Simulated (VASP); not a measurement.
# Bi (Im-3m) in VASP: a series of runs, part 2 of 2

VASP 6.6.1.

### 4 Relaxation of cell and atoms, LDA, target pressure 20.2 GPa, at which the enthalpy is minimised

File INCAR:

```
PREC = Accurate
ENCUT = 500
EDIFF = 1E-7
ISMEAR = 0
SIGMA = 0.1
LREAL = False
LASPH = True
NELM = 120
ALGO = Normal
ISIF = 3
LWAVE = False
LCHARG = False
IBRION = 2
NSW = 80
EDIFFG = -0.05
PSTRESS = 202.0
GGA_COMPAT = False
NELMIN = 4
```

File KPOINTS:

```
regular mesh
0
Gamma
  8 8 8
```

File POSCAR:

```
Bi
1.0
   -1.8192974160      1.8192974160      1.8192974160
    1.8192974160     -1.8192974160      1.8192974160
    1.8192974160      1.8192974160     -1.8192974160
Bi
1
Direct
    0.0000000000      0.0000000000      0.0000000000
```

Potentials or basis: VASP PAW LDA potentials, release 64 (Bi_d).

Started as:

```sh
cat potpaw_LDA.64/Bi_d/POTCAR > POTCAR
mpirun -np 1 vasp_std > vasp.out
```

OUTCAR:

```text
PREC = Accurate
   ENCUT = 500
   EDIFF = 1E-7
   ISMEAR = 0
   LREAL = False
   LASPH = True
   NELM = 120
   ISIF = 3
   IBRION = 2
   NSW = 80
   EDIFFG = -0.05
   PSTRESS = 202.0
   NELMIN = 4

 ion  position               nearest neighbor table
   1  0.000  0.000  0.000-

  LATTYP: Found a body centered cubic cell.
 ALAT       =     3.6385948320

  Lattice vectors:

 A1 = (  -1.8192974160,   1.8192974160,   1.8192974160)
 A2 = (   1.8192974160,  -1.8192974160,   1.8192974160)
 A3 = (   1.8192974160,   1.8192974160,  -1.8192974160)

Analysis of symmetry for initial positions (statically):
=====================================================================
 Subroutine PRICEL returns:
 Original cell was already a primitive cell.

 Routine SETGRP: Setting up the symmetry group for a
 body centered cubic supercell.

 Subroutine GETGRP returns: Found 48 space group operations
 (whereof 48 operations were pure point group operations)
 out of a pool of 48 trial point group operations.

The static configuration has the point symmetry O_h .

Analysis of symmetry for dynamics (positions and initial velocities):
=====================================================================
 Subroutine PRICEL returns:
 Original cell was already a primitive cell.

 Routine SETGRP: Setting up the symmetry group for a
 body centered cubic supercell.

 Subroutine GETGRP returns: Found 48 space group operations
 (whereof 48 operations were pure point group operations)
 out of a pool of 48 trial point group operations.

The dynamic configuration has the point symmetry O_h .

 Subroutine INISYM returns: Found 48 space group operations
 (whereof 48 operations are pure point group operations),
 and found     1 'primitive' translations

----------------------------------------------------------------------------------------

                                     Primitive cell

  volume of cell :      24.0864

  direct lattice vectors                    reciprocal lattice vectors
    -1.819297416  1.819297416  1.819297416     0.000000000  0.274831369  0.274831369
     1.819297416 -1.819297416  1.819297416     0.274831369  0.000000000  0.274831369
     1.819297416  1.819297416 -1.819297416     0.274831369  0.274831369  0.000000000

  length of vectors
     3.151115559  3.151115559  3.151115559     0.388670250  0.388670250  0.388670250

  position of ions in fractional coordinates (direct lattice)
     0.000000000  0.000000000  0.000000000

  ion indices of the primitive-cell ions
   primitive index   ion index
                 1           1

----------------------------------------------------------------------------------------

 KPOINTS: regular mesh

Automatic generation of k-mesh.
 Grid dimensions read from file:
 generate k-points for:    8    8    8

 Generating k-lattice:

  Cartesian coordinates                     Fractional coordinates (reciprocal lattice)
     0.000000000  0.034353921  0.034353921     0.125000000  0.000000000  0.000000000
     0.034353921  0.000000000  0.034353921     0.000000000  0.125000000  0.000000000
     0.034353921  0.034353921  0.000000000     0.000000000  0.000000000  0.125000000

  Length of vectors
     0.048583781  0.048583781  0.048583781

  Shift w.r.t. Gamma in fractional coordinates (k-lattice)
     0.000000000  0.000000000  0.000000000

 Subroutine IBZKPT returns following result:
 ===========================================

 Found     29 irreducible k-points:

 Following reciprocal coordinates:
            Coordinates               Weight
  0.000000  0.000000  0.000000      1.000000
  0.125000  0.000000  0.000000     12.000000
  0.250000  0.000000  0.000000     12.000000
  0.375000  0.000000  0.000000     12.000000
  0.500000  0.000000  0.000000      6.000000
  0.125000  0.125000  0.000000     24.000000
[... 16 lines left out ...]
 -0.250000  0.250000  0.250000      6.000000
 -0.375000  0.375000  0.250000     24.000000
 [... further k-points ...]
   k-points           NKPTS =     29   k-points in BZ     NKDIM =     29   number of bands    NBANDS=     11
   number of dos      NEDOS =    301   number of ions     NIONS =      1
   total plane-waves  NPLWV =  13824
   dimension x,y,z NGX =    24 NGY =   24 NGZ =   24
   dimension x,y,z NGXF=    48 NGYF=   48 NGZF=   48
   ions per type =               1
   NGX,Y,Z   is equivalent  to a cutoff of  12.66, 12.66, 12.66 a.u.
   NGXF,Y,Z  is equivalent  to a cutoff of  25.32, 25.32, 25.32 a.u.
 SYSTEM =  unknown system
   PREC   = accura    normal or accurate (medium, high low for compatibility)
   ISTART =      0    job   : 0-new  1-cont  2-samecut
   ICHARG =      2    charge: 1-file 2-atom 10-const
   ISPIN  =      1    spin polarized calculation?
   LNONCOLLINEAR =      F non collinear calculations
   LSORBIT =      F    spin-orbit coupling
   LASPH  =      T    aspherical Exc in radial PAW
   ENCUT  =  500.0 eV  36.75 Ry    6.06 a.u.   5.75  5.75  5.75*2*pi/ulx,y,z
   NELM   =    120;   NELMIN=  4; NELMDL= -5     # of ELM steps
   EDIFF  = 0.1E-06   stopping-criterion for ELM
   LREAL  =      F    real-space projection
   EDIFFG = -.5E-01   stopping-criterion for IOM
   NSW    =     80    number of steps for IOM
   IBRION =      2    ionic relax: 0-MD 1-quasi-New 2-CG
   NFREE  =      1    steps in history (QN), initial steepest desc. (CG)
   ISIF   =      3    stress and relaxation
   ISYM   =      2    0-nonsym 1-usesym 2-fastsym
   POTIM  = 0.5000    time-step for ionic-motion
   TEBEG  =    0.0;   TEEND  =   0.0 temperature during run
   PSTRESS=  202.0 pullay stress
   NELECT =      15.0000    total number of electrons
   NUPDOWN=      -1.0000    fix difference up-down
   EMIN   =  10.00;   EMAX   =-10.00  energy-range for DOS
   EFERMI =   0.00;   METHOD = LEGACY
   ISMEAR =     0;   SIGMA  =   0.10  broadening in eV -4-tet -1-fermi 0-gaus
   EFERMI_NEDOS =   21; number of points for ismear=-14 and -15
   IALGO  =     38    algorithm
   IMIX   =      4    mixing-type and parameters
     AMIX     =   0.40;   BMIX     =  1.00
     AMIX_MAG =   1.60;   BMIX_MAG =  1.00
  volume/ion in A,a.u.               =      24.09       162.54
  Fermi-wavevector in a.u.,A,eV,Ry     =   1.398025  2.641884 26.592225  1.954473
  Thomas-Fermi vector in A             =   2.521223
   LORBIT       =      0    0 simple, 1 ext, 2 COOP (PROOUT), +10 PAW based schemes
   GGA     = CA    functional components
   LHFCALC =     F    Hartree Fock is set to
   AEXX    =    0.0000 exact exchange contribution
   IVDW    =     0    specifies the selected vdW correction
   LEPSILON=     F    determine dielectric tensor
   LRPA    =     F    only Hartree local field effects (RPA)
 conjugate gradient relaxation of ions
 non-spin polarized calculation
 Gauss-broadening in eV      SIGMA  =   0.10
  energy-cutoff  :      500.00
  volume of cell :       24.09
 maximum number of plane-waves:       627
   NGX = 11   NGY = 11   NGZ = 11

 number of electron      15.0000008 magnetization

 Free energy of the ion-electron system (eV)
  ---------------------------------------------------
  ext. energy  EPLUGINS =         0.00000000
  ---------------------------------------------------
  free energy    TOTEN  =        -4.16346818 eV

  energy without entropy =       -4.16019924  energy(sigma->0) =       -4.16183371

 E-fermi :  11.2014     XC(G=0): -11.8044

 val. band max:       11.0696325145   @ k =  -0.3750   0.3750   0.2500
 cond. band min:      11.2160509393   @ k =  -0.2500   0.3750   0.1250
 fundamental gap:      0.1464184248
 Fermi energy:        11.2013880617

 k-point     1 :       0.0000    0.0000    0.0000
  band No.  band energies     occupation
      1     -11.9950      2.00000
      2     -11.9950      2.00000
      3     -11.9950      2.00000
      4     -11.7011      2.00000
      5     -11.7011      2.00000
      6      -4.3383      2.00000
      7      18.4837      0.00000
      8      18.4837      0.00000
      9      18.4837      0.00000
     10      21.7408      0.00000
     11      21.7408      0.00000
[... 309 lines left out ...]
 k-point    24 :      -0.3750    0.3750    0.2500
  band No.  band energies     occupation
      1     -11.9344      2.00000
      2     -11.8514      2.00000
      3     -11.8264      2.00000
      4     -11.7337      2.00000
      5     -11.6161      2.00000
      6       0.3524      2.00000
      7       8.0678      2.00000
      8      11.0696      1.93758
      9      12.0810      0.00000
     10      16.7894      0.00000
     11      21.6936      0.00000

 [... further k-points ...]
[... 5 lines left out ...]
  --------------------------------------------------------------------------------------
  -------------------------------------------------------------------------------------
  Total        3.0772761      3.0772761      3.0772761     -0.0000000      0.0000000     -0.0000000
  in kB      204.6943937    204.6943937    204.6943937     -0.0000000      0.0000000     -0.0000000
  external PRESSURE =       2.6943937 kB  Pullay stress =     202.0000000 kB

 VOLUME and BASIS-vectors are now :
 -----------------------------------------------------------------------------
  energy-cutoff  :      500.00
  volume of cell :       24.09
      direct lattice vectors                 reciprocal lattice vectors
    -1.819297416  1.819297416  1.819297416     0.000000000  0.274831369  0.274831369
     1.819297416 -1.819297416  1.819297416     0.274831369  0.000000000  0.274831369
     1.819297416  1.819297416 -1.819297416     0.274831369  0.274831369  0.000000000

 POSITION                                       TOTAL-FORCE (eV/Angst)
 -----------------------------------------------------------------------------------
      0.00000      0.00000      0.00000         0.000000     -0.000000     -0.000000
 -----------------------------------------------------------------------------------
    total drift:                                0.000000      0.000000     -0.000000

  FREE ENERGIE OF THE ION-ELECTRON SYSTEM (eV)
  ---------------------------------------------------
  free  energy   TOTEN  =        -4.1634681811 eV

  energy  without entropy=       -4.1601992415  energy(sigma->0) =       -4.16183371

  enthalpy is  TOTEN    =        -1.1266982791 eV   P V=        3.0367699021

 reached required accuracy - stopping structural energy minimisation
```

Run time: 3.5 s. Hardware: 1 thread of Intel Xeon Platinum 8488C (Sapphire Rapids), shared host; peak memory 0.12 GiB.

What came out:

```
Free energy             : -4.1635 eV
Pressure after relaxing : 20.5 GPa
```

Final structure:
```
Bi
1.0
    -1.81930    1.81930    1.81930
     1.81930   -1.81930    1.81930
     1.81930    1.81930   -1.81930
Bi
1
Cartesian
  0.0000 0.0000 0.0000
```

Caveat: the relaxation stopped at its first step, so nothing moved; the cell is relaxed towards a set pressure, so the enthalpy falls and the energy may rise; spin-orbit coupling is left out, which moves the levels of the heavy elements.

### 5 Relaxation of cell and atoms, LDA, target pressure 20.2 GPa, at which the enthalpy is minimised

This run uses another cell than the first one, of 31.12 Å³/atom, 1.292 times its volume.

File INCAR:

```
SYSTEM = Bi
ALGO = Normal ; EDIFF = 1E-7
EDIFFG = -0.05 ; ENCUT = 500
GGA = CA ; GGA_COMPAT = .FALSE.
IBRION = 2 ; ISIF = 3
ISMEAR = 0 ; LASPH = .TRUE.
LCHARG = .FALSE. ; LREAL = .FALSE.
LWAVE = .FALSE. ; NELM = 120
NELMIN = 4 ; NSW = 80
PREC = Accurate ; PSTRESS = 202.0
SIGMA = 0.1
```

File KPOINTS:

```
k-points
0
G
  8 8 8
  0 0 0
```

File POSCAR:

```
Bi
1.0
   -1.9814305318      1.9814305318      1.9814305318
    1.9814305318     -1.9814305318      1.9814305318
    1.9814305318      1.9814305318     -1.9814305318
Bi
1
Direct
    0.0000000000      0.0000000000      0.0000000000
```

Started as:

```sh
cat potpaw_LDA.64/Bi_d/POTCAR > POTCAR
mpirun -np 1 vasp_std > vasp.out
```

Wall time 31 s (1 thread of Intel Xeon Platinum 8488C (Sapphire Rapids), shared host); peak memory 0.15 GiB.

The run converged. Its results:

```yaml
Free_energy: -4.1721 eV
Relaxed_volume: 24.13 Å³/atom
Relaxed_cell: a = 3.153 Å, b = 3.153 Å, c = 3.153 Å, α = 109.47°, β = 109.47°, γ = 109.47°
Space_group_after_relaxing_to_0.05_Å: Im-3m (No. 229)
Energy_change_on_relaxing_the_enthalpy_is_what_falls: +250.3 meV/atom
Ionic_steps: 5
Pressure_after_relaxing: 20.3 GPa
```

Step by step:
| step | energy change (eV) | largest force (eV/Å) | pressure (GPa) | volume (Å³) |
| --- | --- | --- | --- | --- |
| 1 | 0.0000 | 0.0000 | -3.47 | 31.12 |
| 2 | 5.3959 | 0.0000 | 228.74 | 14.67 |
| 3 | 0.1550 | 0.0000 | 15.28 | 24.99 |
| 4 | 0.2034 | 0.0000 | 17.87 | 24.52 |
| 5 | 0.2503 | 0.0000 | 20.26 | 24.13 |

Final structure:
```yaml
crystal:
  lattice:
    - [-1.82033, 1.82033, 1.82033]
    - [1.82033, -1.82033, 1.82033]
    - [1.82033, 1.82033, -1.82033]
  atoms:
    - { symbol: Bi, position: [0.00000, 0.00000, 0.00000] }
```

Levels at points of the mesh, in eV from the Fermi level:
```csv
k point,band 3,band 4,band 5,band 6,band 7,band 8,band 9,band 10,band 11
"(0.00, 0.00, 0.00)",-23.19,-22.90,-22.90,-15.52,7.27,7.27,7.27,10.54,10.56
"(0.50, 0.00, 0.00)",-22.92,-22.91,-22.72,-10.80,-6.63,2.16,4.14,7.26,8.53
"(0.50, 0.50, 0.50)",-22.76,-22.76,-22.76,-7.32,-2.36,-2.36,-2.36,3.51,3.51
```

Caveat: the cell is relaxed towards a set pressure, so the enthalpy falls and the energy may rise; the volume moved by over 15 % at a fixed basis, so the end points are rough; spin-orbit coupling is left out, which moves the levels of the heavy elements.

### 6 Single point, LDA

File INCAR:

```
  ALGO = Normal
  EDIFF = 1E-6
  ENCUT = 500
  GGA_COMPAT = F
  ISIF = 2
  ISMEAR = -1
  LASPH = T
  LCHARG = F
  LREAL = F
  LWAVE = F
  NBANDS = 14
  NELM = 120
  PREC = Accurate
  SIGMA = 0.1
```

File KPOINTS:

```
k-points
0
Gamma
  16 16 16
```

File POSCAR:

```
Bi
1.0
   -1.8184251247      1.8184251247      1.8184251247
    1.8184251247     -1.8184251247      1.8184251247
    1.8184251247      1.8184251247     -1.8184251247
Bi
1
Direct
    0.0000000000      0.0000000000      0.0000000000
```

Potentials or basis: VASP PAW LDA potentials, release 64 (Bi_d).

Started as:

```sh
cat potpaw_LDA.64/Bi_d/POTCAR > POTCAR
mpirun -np 1 vasp_std > vasp.out
```

Wall time 18 s (1 thread of Intel Xeon Platinum 8488C (Sapphire Rapids), shared host); peak memory 0.15 GiB.

It converged, with:

| Property | Result |
| --- | --- |
| Free energy | -4.1940 eV |
| Pressure | 20.5 GPa |

Levels at points of the mesh, in eV from the Fermi level:
```csv
k point,band 4,band 5,band 6,band 7,band 8,band 9,band 10,band 11,band 12,band 13
"(0.00, 0.00, 0.00)",-22.98,-22.98,-15.63,7.22,7.22,7.22,10.46,10.46,10.46,13.18
"(0.50, 0.00, 0.00)",-22.99,-22.80,-10.88,-6.73,2.09,4.07,7.20,8.46,14.17,14.49
"(0.50, 0.50, 0.50)",-22.84,-22.84,-7.38,-2.44,-2.44,-2.44,3.43,3.43,15.99,20.09
```

Caveat: spin-orbit coupling is left out, which moves the levels of the heavy elements.

### 7 Overview

```csv
task,cell,k mesh,smearing,gap on the mesh (eV),pressure (GPa)
single point,"a = 3.151 Å, angles 109.5°, 1 atom",8 × 8 × 8,gaussian 0.1 eV,none,20.5
relaxation of cell and atoms,"relaxed to 20.2 GPa from a = 3.151 Å, angles 109.5°, 1 atom",8 × 8 × 8,gaussian 0.1 eV,none,20.5
relaxation of cell and atoms,"relaxed to 20.2 GPa from a = 3.432 Å, angles 109.5°, 1 atom",8 × 8 × 8,gaussian 0.1 eV,none,20.3
single point,"a = 3.150 Å, angles 109.5°, 1 atom",16 × 16 × 16,fermi-dirac 0.1 eV,none,20.5
```

Alike in all rows: level LDA; potentials or basis VASP PAW LDA potentials, release 64 (Bi_d); no spin polarisation; cutoff (eV) 500.

Caveats: spin-orbit coupling is left out, which moves the levels of the heavy elements; the cell is relaxed towards a set pressure, so the enthalpy falls and the energy may rise (some runs); the relaxation stopped at its first step, so nothing moved (some runs); the volume moved by over 15 % at a fixed basis, so the end points are rough (some runs).

Absolute energies hang on the potentials; compare differences alone.
